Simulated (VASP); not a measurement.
# Sb (I4/mmm) in VASP: further runs

Aim: see how the results for Sb move with the level of theory and the settings. Levels: BLYP, PBEsol, PBE. Tasks: relaxation of cell and atoms, single point.

Everything below comes from runs of VASP 6.6.1. Logs are shortened: lines on timing, memory, paths and dates and some standing lists are left out, and cuts for length are marked.

## 1. The cell of the first run

The structure is tetragonal, space group I4/mmm (No. 139). Conventional cell: a = 3.153 Å, b = 3.153 Å, c = 5.424 Å, α = 90.00°, β = 90.00°, γ = 90.00°. Sb (site symmetry 4/mmm) has 12 Sb at 3.15 to 3.51 Å within 4.1 Å.

## 2. Relaxation of cell and atoms, BLYP

INCAR reads:

```
SYSTEM = Sb
PREC = Accurate
ENCUT = 600
EDIFF = 1E-6
ISMEAR = -1
SIGMA = 0.05
LREAL = .FALSE.
LASPH = .TRUE.
NELM = 80
ALGO = Normal
ISIF = 3
LWAVE = .FALSE.
LCHARG = .FALSE.
GGA = B5
ALDAX = 1.0
AGGAX = 1.0
AGGAC = 1.0
ALDAC = 0.0
IBRION = 2
NSW = 60
EDIFFG = -0.01
```

KPOINTS reads:

```
Automatic mesh
0
G
  12 12 12
  0 0 0
```

POSCAR reads:

```
Sb
1.0
   -1.5765401831      1.5765401831      2.7119384313
    1.5765401831     -1.5765401831      2.7119384313
    1.5765401831      1.5765401831     -2.7119384313
Sb
1
Direct
    0.0000000000      0.0000000000      0.0000000000
```

Potentials or basis: VASP PAW PBE potentials, release 64 (Sb).

Command:

```
$ cat potpaw_PBE.64/Sb/POTCAR > POTCAR
$ mpirun -np 1 vasp_std > vasp.out
```

OUTCAR:

```text
SYSTEM = Sb
   PREC = Accurate
   ENCUT = 600
   EDIFF = 1E-6
   ISMEAR = -1
   LREAL = .FALSE.
   LASPH = .TRUE.
   NELM = 80
   ISIF = 3
   GGA = B5
   IBRION = 2
   NSW = 60
   EDIFFG = -0.01

 ion  position               nearest neighbor table
   1  0.000  0.000  0.000-

  LATTYP: Found a body centered tetragonal cell.
 ALAT       =     3.1530803662
 C/A-ratio  =     1.7201835135

  Lattice vectors:

 A1 = (  -1.5765401831,   1.5765401831,   2.7119384313)
 A2 = (   1.5765401831,  -1.5765401831,   2.7119384313)
 A3 = (   1.5765401831,   1.5765401831,  -2.7119384313)

Analysis of symmetry for initial positions (statically):
=====================================================================
 Subroutine PRICEL returns:
 Original cell was already a primitive cell.

 Routine SETGRP: Setting up the symmetry group for a
 body centered tetragonal supercell.

 Subroutine GETGRP returns: Found 16 space group operations
 (whereof 16 operations were pure point group operations)
 out of a pool of 16 trial point group operations.

The static configuration has the point symmetry D_4h.

Analysis of symmetry for dynamics (positions and initial velocities):
=====================================================================
 Subroutine PRICEL returns:
 Original cell was already a primitive cell.

 Routine SETGRP: Setting up the symmetry group for a
 body centered tetragonal supercell.

 Subroutine GETGRP returns: Found 16 space group operations
 (whereof 16 operations were pure point group operations)
 out of a pool of 16 trial point group operations.

The dynamic configuration has the point symmetry D_4h.

 Subroutine INISYM returns: Found 16 space group operations
 (whereof 16 operations are pure point group operations),
 and found     1 'primitive' translations

----------------------------------------------------------------------------------------

                                     Primitive cell

  volume of cell :      26.9619

  direct lattice vectors                    reciprocal lattice vectors
    -1.576540183  1.576540183  2.711938431     0.000000000  0.317150178  0.184369967
     1.576540183 -1.576540183  2.711938431     0.317150178  0.000000000  0.184369967
     1.576540183  1.576540183 -2.711938431     0.317150178  0.317150178  0.000000000

  length of vectors
     3.510778824  3.510778824  3.510778824     0.366846726  0.366846726  0.448518083

  position of ions in fractional coordinates (direct lattice)
     0.000000000  0.000000000  0.000000000

  ion indices of the primitive-cell ions
   primitive index   ion index
                 1           1

----------------------------------------------------------------------------------------

 KPOINTS: Automatic mesh

Automatic generation of k-mesh.
 Grid dimensions read from file:
 generate k-points for:   12   12   12

 Generating k-lattice:

  Cartesian coordinates                     Fractional coordinates (reciprocal lattice)
     0.000000000  0.026429182  0.015364164     0.083333333 -0.000000000  0.000000000
     0.026429182  0.000000000  0.015364164    -0.000000000  0.083333333  0.000000000
     0.026429182  0.026429182  0.000000000     0.000000000  0.000000000  0.083333333

  Length of vectors
     0.030570561  0.030570561  0.037376507

  Shift w.r.t. Gamma in fractional coordinates (k-lattice)
     0.000000000  0.000000000  0.000000000

 Subroutine IBZKPT returns following result:
 ===========================================

 Found    163 irreducible k-points:

 Following reciprocal coordinates:
            Coordinates               Weight
  0.000000  0.000000  0.000000      1.000000
  0.083333  0.000000 -0.000000      8.000000
  0.166667  0.000000 -0.000000      8.000000
  0.250000 -0.000000  0.000000      8.000000
  0.333333  0.000000 -0.000000      8.000000
  0.416667  0.000000 -0.000000      8.000000
[... 16 lines left out ...]
  0.500000  0.166667  0.000000     16.000000
 -0.416667  0.166667  0.000000     16.000000
 [... further k-points ...]
   k-points           NKPTS =    163   k-points in BZ     NKDIM =    163   number of bands    NBANDS=      6
   number of dos      NEDOS =    301   number of ions     NIONS =      1
   total plane-waves  NPLWV =  21952
   dimension x,y,z NGX =    28 NGY =   28 NGZ =   28
   dimension x,y,z NGXF=    56 NGYF=   56 NGZF=   56
   ions per type =               1
   NGX,Y,Z   is equivalent  to a cutoff of  13.26, 13.26, 13.26 a.u.
   NGXF,Y,Z  is equivalent  to a cutoff of  26.52, 26.52, 26.52 a.u.
 SYSTEM =  Sb
   PREC   = accura    normal or accurate (medium, high low for compatibility)
   ISTART =      0    job   : 0-new  1-cont  2-samecut
   ICHARG =      2    charge: 1-file 2-atom 10-const
   ISPIN  =      1    spin polarized calculation?
   LNONCOLLINEAR =      F non collinear calculations
   LSORBIT =      F    spin-orbit coupling
   LASPH  =      T    aspherical Exc in radial PAW
   ENCUT  =  600.0 eV  44.10 Ry    6.64 a.u.   7.01  7.01  7.01*2*pi/ulx,y,z
   NELM   =     80;   NELMIN=  2; NELMDL= -5     # of ELM steps
   EDIFF  = 0.1E-05   stopping-criterion for ELM
   LREAL  =      F    real-space projection
   EDIFFG = -.1E-01   stopping-criterion for IOM
   NSW    =     60    number of steps for IOM
   IBRION =      2    ionic relax: 0-MD 1-quasi-New 2-CG
   NFREE  =      1    steps in history (QN), initial steepest desc. (CG)
   ISIF   =      3    stress and relaxation
   ISYM   =      2    0-nonsym 1-usesym 2-fastsym
   POTIM  = 0.5000    time-step for ionic-motion
   TEBEG  =    0.0;   TEEND  =   0.0 temperature during run
   PSTRESS=    0.0 pullay stress
   NELECT =       5.0000    total number of electrons
   NUPDOWN=      -1.0000    fix difference up-down
   EMIN   =  10.00;   EMAX   =-10.00  energy-range for DOS
   EFERMI =   0.00;   METHOD = LEGACY
   ISMEAR =    -1;   SIGMA  =   0.05  broadening in eV -4-tet -1-fermi 0-gaus
   EFERMI_NEDOS =   21; number of points for ismear=-14 and -15
   IALGO  =     38    algorithm
   IMIX   =      4    mixing-type and parameters
     AMIX     =   0.40;   BMIX     =  1.00
     AMIX_MAG =   1.60;   BMIX_MAG =  1.00
  volume/ion in A,a.u.               =      26.96       181.95
  Fermi-wavevector in a.u.,A,eV,Ry     =   0.933573  1.764197 11.858269  0.871558
  Thomas-Fermi vector in A             =   2.060288
   LORBIT       =      0    0 simple, 1 ext, 2 COOP (PROOUT), +10 PAW based schemes
   GGA     = B5    functional components
   LHFCALC =     F    Hartree Fock is set to
   AEXX    =    0.0000 exact exchange contribution
   IVDW    =     0    specifies the selected vdW correction
   LEPSILON=     F    determine dielectric tensor
   LRPA    =     F    only Hartree local field effects (RPA)
 conjugate gradient relaxation of ions
 non-spin polarized calculation
  energy-cutoff  :      600.00
  volume of cell :       26.96
 maximum number of plane-waves:       922
   NGX = 15   NGY = 15   NGZ = 15

--------------------------------------- Ionic step        1  -------------------------------------------

 number of electron       5.0000000 magnetization

 Free energy of the ion-electron system (eV)
  ---------------------------------------------------
  ext. energy  EPLUGINS =         0.00000000
  ---------------------------------------------------
  free energy    TOTEN  =        -2.89466930 eV

  energy without entropy =       -2.88881328  energy(sigma->0) =       -2.89174129

------------------------ aborting loop because EDIFF is reached ----------------------------------------

  FORCE on cell =-STRESS in cart. coord.  units (eV):
  Direction    XX          YY          ZZ          XY          YZ          ZX
  --------------------------------------------------------------------------------------
  -------------------------------------------------------------------------------------
  Total        1.2855714      1.2855714      1.2801415      0.0000000      0.0000000      0.0000000
  in kB       76.3935810     76.3935810     76.0709160      0.0000000      0.0000000      0.0000000
  external PRESSURE =      76.2860260 kB  Pullay stress =       0.0000000 kB
[... 86 lines left out ...]
  FREE ENERGIE OF THE ION-ELECTRON SYSTEM (eV)
  ---------------------------------------------------
  free  energy   TOTEN  =        -2.9725294530 eV

  energy  without entropy=       -2.9656104605  energy(sigma->0) =       -2.96906996

[... ionic steps 4 to 13 ...]

--------------------------------------- Ionic step       14  -------------------------------------------

 number of electron       5.0000000 magnetization

------------------------ aborting loop because EDIFF is reached ----------------------------------------

  FORCE on cell =-STRESS in cart. coord.  units (eV):
  Direction    XX          YY          ZZ          XY          YZ          ZX
  --------------------------------------------------------------------------------------
  -------------------------------------------------------------------------------------
  Total        0.1790577      0.1790577      0.0178154      0.0000000      0.0000000     -0.0000000
  in kB        8.9325513      8.9325513      0.8887470      0.0000000      0.0000000     -0.0000000
  external PRESSURE =       6.2512832 kB  Pullay stress =       0.0000000 kB
[... 55 lines left out ...]
  energy  without entropy=       -2.9925760147  energy(sigma->0) =       -2.99542363

--------------------------------------- Ionic step       16  -------------------------------------------

 number of electron       5.0000000 magnetization

 Free energy of the ion-electron system (eV)
  ---------------------------------------------------
  ext. energy  EPLUGINS =         0.00000000
  ---------------------------------------------------
  free energy    TOTEN  =        -2.99827023 eV

  energy without entropy =       -2.99257032  energy(sigma->0) =       -2.99542027

 E-fermi :   6.7139     XC(G=0):  -8.7153

 val. band max:        6.6995195262   @ k =  -0.1667   0.2500   0.1667
 cond. band min:       6.7262294043   @ k =  -0.2500   0.2500   0.1667
 fundamental gap:      0.0267098780
 Fermi energy:         6.7139145442

 k-point     1 :       0.0000    0.0000    0.0000
  band No.  band energies     occupation
      1      -5.0733      2.00000
      2       8.3057      0.00000
      3      11.2928      0.00000
      4      11.2928      0.00000
      5      13.4394      0.00000
      6      15.4632      0.00000

 k-point     2 :       0.0833    0.0000   -0.0000
  band No.  band energies     occupation
      1      -4.9548      2.00000
      2       8.1250      0.00000
      3      10.2745      0.00000
      4      11.3461      0.00000
      5      13.7257      0.00000
      6      15.9229      0.00000
[... 190 lines left out ...]
 k-point    24 :      -0.4167    0.1667    0.0000
  band No.  band energies     occupation
      1      -2.2978      2.00000
      2       3.3705      2.00000
      3       7.3231      0.00001
      4       9.6334      0.00000
      5      12.4483      0.00000
      6      14.9469      0.00000

 [... further k-points ...]
[... 5 lines left out ...]
  --------------------------------------------------------------------------------------
  -------------------------------------------------------------------------------------
  Total       -0.0006517     -0.0006517     -0.0097938      0.0000000      0.0000000      0.0000000
  in kB       -0.0321900     -0.0321900     -0.4837569      0.0000000      0.0000000      0.0000000
  external PRESSURE =      -0.1827123 kB  Pullay stress =       0.0000000 kB
[... 16 lines left out ...]
  FREE ENERGIE OF THE ION-ELECTRON SYSTEM (eV)
  ---------------------------------------------------
  free  energy   TOTEN  =        -2.9982702270 eV

  energy  without entropy=       -2.9925703174  energy(sigma->0) =       -2.99542027

 reached required accuracy - stopping structural energy minimisation
```

It took 3.8 min on 1 thread of Intel Xeon 6975P-C, shared host; peak memory 0.19 GiB.

What came out:

- Free energy: -2.9983 eV
- Relaxed volume: 32.44 Å³/atom
- Relaxed cell: a = 3.949 Å, b = 3.949 Å, c = 3.949 Å, α = 132.90°, β = 132.90°, γ = 68.80°
- Space group after relaxing (to 0.05 Å): I4/mmm (No. 139)
- Energy gained by relaxing: 103.6 meV/atom
- Ionic steps: 16
- Pressure after relaxing: 0.0 GPa

Step by step:
| step | energy change (eV) | largest force (eV/Å) | pressure (GPa) | volume (Å³) |
| --- | --- | --- | --- | --- |
| 1 | 0.0000 | 0.0000 | 7.63 | 26.96 |
| 2 | -0.0678 | 0.0000 | -1.93 | 32.29 |
| 3 | -0.0779 | 0.0000 | 0.04 | 30.65 |
| 4 | -0.0779 | 0.0000 | -0.06 | 30.73 |
| 5 | -0.0809 | 0.0000 | -0.08 | 30.80 |
| 6 | -0.0897 | 0.0000 | -0.02 | 30.97 |
| 7 | -0.0970 | 0.0000 | 0.81 | 31.23 |
| 8 | -0.0543 | 0.0000 | 4.34 | 31.36 |
| 9 | -0.0995 | 0.0000 | 1.20 | 31.29 |
| 10 | -0.0993 | 0.0000 | 1.39 | 31.31 |
| 11 | -0.1005 | 0.0000 | 1.19 | 31.55 |
| 12 | -0.1012 | 0.0000 | 0.97 | 31.86 |
| 13 | -0.1013 | 0.0000 | 0.88 | 31.99 |
| 14 | -0.1024 | 0.0000 | 0.63 | 32.12 |
| 15 | -0.1036 | 0.0000 | -0.03 | 32.45 |
| 16 | -0.1036 | 0.0000 | -0.02 | 32.44 |

Final structure:
```yaml
crystal:
  lattice:
    - [-1.57762, 1.57762, 3.25813]
    - [1.57762, -1.57762, 3.25813]
    - [1.57762, 1.57762, -3.25813]
  atoms:
    - { symbol: Sb, position: [0.00000, 0.00000, 0.00000] }
```

Levels at points of the mesh, in eV from the Fermi level:
```
           k point  band 1  band 2  band 3  band 4  band 5  band 6
(0.00, 0.00, 0.00)  -11.79    1.59    4.58    4.58    6.73    8.75
(0.50, 0.00, 0.00)   -8.82   -4.72    0.24    4.82    5.64   10.75
(0.50, 0.50, 0.00)   -6.37   -3.24   -1.78    1.09    3.69    5.11
(0.50, 0.50, 0.50)  -10.22   -4.66    3.19    3.19    7.07    7.75
```

Caveat: the volume moved by over 15 % at a fixed basis, so the end points are rough; the PAW data sets were made with another functional, which shifts forces and pressure a little; spin-orbit coupling is left out, which moves the levels of the heavy elements.

## 3. Single point, PBEsol, non-collinear spin, zero start, spin-orbit coupling

INCAR reads:

```
  PREC = Accurate
  ENCUT = 520
  EDIFF = 1E-7
  ISMEAR = -1
  SIGMA = 0.05
  LREAL = F
  LASPH = T
  NELM = 150
  ALGO = Normal
  ISIF = 2
  LWAVE = F
  LCHARG = T
  LNONCOLLINEAR = T
  MAGMOM = 0 0 0
  LORBIT = 11
  LSORBIT = T
  GGA_COMPAT = F
  LORBMOM = T
  GGA = PS
  LVHAR = T
  NBANDS = 16
```

KPOINTS reads:

```
regular mesh
0
Gamma
  9 9 9
```

POSCAR is that of step 2.

Potentials or basis: VASP PAW PBE potentials, release 64 (Sb).

Command:

```
$ cat potpaw_PBE.64/Sb/POTCAR > POTCAR
$ mpirun -np 1 vasp_ncl > vasp.out
```

It took 73 s on 1 thread of Intel Xeon 6975P-C, shared host; peak memory 0.26 GiB.

The run converged. Its results:

| Property | Result |
| --- | --- |
| Free energy | -4.3963 eV |
| Pressure | -1.0 GPa |
| Net moment | 0.00 μB per cell |
| Valence electrons inside the program's atomic spheres | Sb 2.34 |

Stress tensor (GPa, compression positive):
```
-1.19  0.00  0.00
 0.00 -1.19  0.00
 0.00  0.00 -0.50
```

Moments on the atoms (μB; x, y, z):
```
Sb  0.00 0.00 0.00
```

Caveat: the PAW data sets were made with another functional, which shifts forces and pressure a little.

## 4. Single point, PBE

INCAR reads:

```
SYSTEM = Sb
PREC = Accurate
ENCUT = 500
EDIFF = 1E-6
ISMEAR = 0
SIGMA = 0.013000000000000001
LREAL = .False.
LASPH = .True.
NELM = 120
ALGO = Normal
ISIF = 2
LWAVE = .False.
LCHARG = .False.
GGA = PE
NBANDS = 8
GGA_COMPAT = .False.
```

KPOINTS reads:

```
Automatic mesh
0
Gamma
  12 12 12
  0 0 0
```

POSCAR is that of step 3.

Command:

```
$ cat potpaw_PBE.64/Sb/POTCAR > POTCAR
$ mpirun -np 1 vasp_std > vasp.out
```

It took 58 s on 1 thread of AMD EPYC 7R13, shared host; peak memory 0.15 GiB.

The run converged. Its results:

| Property | Result |
| --- | --- |
| Free energy | -3.8393 eV |
| Pressure | 1.7 GPa |

Stress tensor (GPa, compression positive):
```
1.99 0.00 0.00
0.00 1.99 0.00
0.00 0.00 1.16
```

Levels at points of the mesh, in eV from the Fermi level:
```
           k point  band 1  band 2  band 3  band 4  band 5  band 6
(0.00, 0.00, 0.00)  -12.99    4.60    5.40    5.40    9.32   10.60
(0.50, 0.00, 0.00)   -9.16   -5.84    1.74    5.34    6.08   10.15
(0.50, 0.50, 0.00)   -6.68   -4.43   -1.06    0.56    3.43    4.32
(0.50, 0.50, 0.50)   -9.31   -5.71    2.08    2.08    5.84    6.06
```

Caveat: spin-orbit coupling is left out, which moves the levels of the heavy elements.

## 5. The runs side by side

```tsv
task	level	spin	cell	k mesh	cutoff (eV)	smearing	gap on the mesh (eV)	pressure (GPa)
relaxation of cell and atoms	BLYP	off	relaxed	12 × 12 × 12	600	fermi-dirac 0.05 eV	none	0.0
single point	PBEsol	non-collinear, zero start, SOC	as given	9 × 9 × 9	520	fermi-dirac 0.05 eV	-	-1.0
single point	PBE	off	as given	12 × 12 × 12	500	gaussian 0.013 eV	none	1.7
```

Alike in all rows: potentials or basis VASP PAW PBE potentials, release 64 (Sb).

Caveats: the PAW data sets were made with another functional, which shifts forces and pressure a little (some runs); spin-orbit coupling is left out, which moves the levels of the heavy elements (some runs); the volume moved by over 15 % at a fixed basis, so the end points are rough (some runs).

Absolute energies hang on the potentials; compare differences alone.
